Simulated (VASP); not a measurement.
Crystal: Sn4P.

```
Sn P
1.0
    -3.60027    3.60027    2.24455
     3.60027   -3.60027    2.24455
     3.60027    3.60027   -2.24455
Sn P
4 1
Cartesian
  1.4401 4.3203 0.0000
  0.7201 2.1602 2.2446
  2.1602 -0.7201 2.2446
  2.8802 1.4401 0.0000
  0.0000 0.0000 0.0000
```

- Program: VASP 6.6.1
- Task: relaxation of cell and atoms
- Functional: PBE
- Potentials or basis: VASP PAW PBE potentials, release 64 (Sn_d, P)
- Cutoff: 600 eV
- k mesh: 4 × 4 × 4
- Occupations: gaussian, width 0.1 eV
- Spin: no spin polarisation

At the start: pressure 5.8 GPa; volume 23.27 Å³/atom.

Task: Where does the relaxation end?

Result: Over 36 steps the energy falls by 229.2 meV/atom and the volume is 25.32 Å³/atom (+8.8 %); space group I4/m (No. 87, to 0.05 Å).

Step by step:
```
step  energy change (eV)  largest force (eV/Å)  pressure (GPa)  volume (Å³)
   1              0.0000                0.4383            5.80       116.37
   2             -0.2071                0.2717           -1.38       131.15
   3             -0.2165                0.2960           -0.31       128.30
   4             -0.2398                0.2709           -0.23       128.03
   5             -0.3007                0.2362            0.03       127.19
   6             -0.4238                0.3249            0.94       125.27
   7             -0.6463                0.8373            5.35       120.49
   8             -0.6439                0.6261            3.76       121.71
   9             -0.6515                0.7353            4.58       121.06
  10             -0.6556                0.7429            4.65       121.09
  11             -0.6672                0.7665            4.76       121.17
  12             -0.6869                0.8174            4.97       121.32
  13             -0.6995                0.9249            5.34       121.58
  14             -0.7214                0.8971            5.05       122.01
  15             -0.7811                0.8173            4.23       123.30
  16             -0.8743                0.6718            2.74       125.89
  17             -0.9671                0.4371            0.20       131.14
  18             -0.9730                0.3813           -0.49       132.77
  19             -0.9788                0.3764           -0.45       132.54
  20             -0.9953                0.3593           -0.31       131.85
  21             -1.0230                0.3233           -0.01       130.46
  22             -1.0571                0.2529            0.68       127.72
  23             -1.0429                0.1500            2.36       122.31
  24             -1.0637                0.2107            1.28       125.62
  25             -1.0780                0.1811            0.98       126.04
  26             -1.1077                0.1303            0.12       127.31
  27             -1.1142                0.2073           -1.49       129.86
  28             -1.1195                0.1552           -0.89       128.83
  29             -1.1342                0.1186           -0.56       127.77
  30             -1.1417                0.0733            0.00       126.17
  31             -1.1419                0.0788           -0.06       126.38
  32             -1.1432                0.0636            0.02       126.21
  33             -1.1444                0.0407            0.21       125.91
  34             -1.1445                0.0328            0.28       125.80
  35             -1.1455                0.0294            0.16       126.23
  36             -1.1460                0.0262            0.04       126.61
```

Final structure:
```xyz
5
Lattice="-4.1186 4.1186 1.8659 4.1186 -4.1186 1.8659 4.1186 4.1186 -1.8659" Properties=species:S:1:pos:R:3 pbc="T T T"
Sn    1.9239    4.7010    0.0000
Sn    0.5824    2.1947    1.8659
Sn    2.1947   -0.5824    1.8659
Sn    3.5362    1.9239    0.0000
P     0.0000    0.0000    0.0000
```

Caveat: the k points lie up to 0.46 Å⁻¹ apart in the final cell.
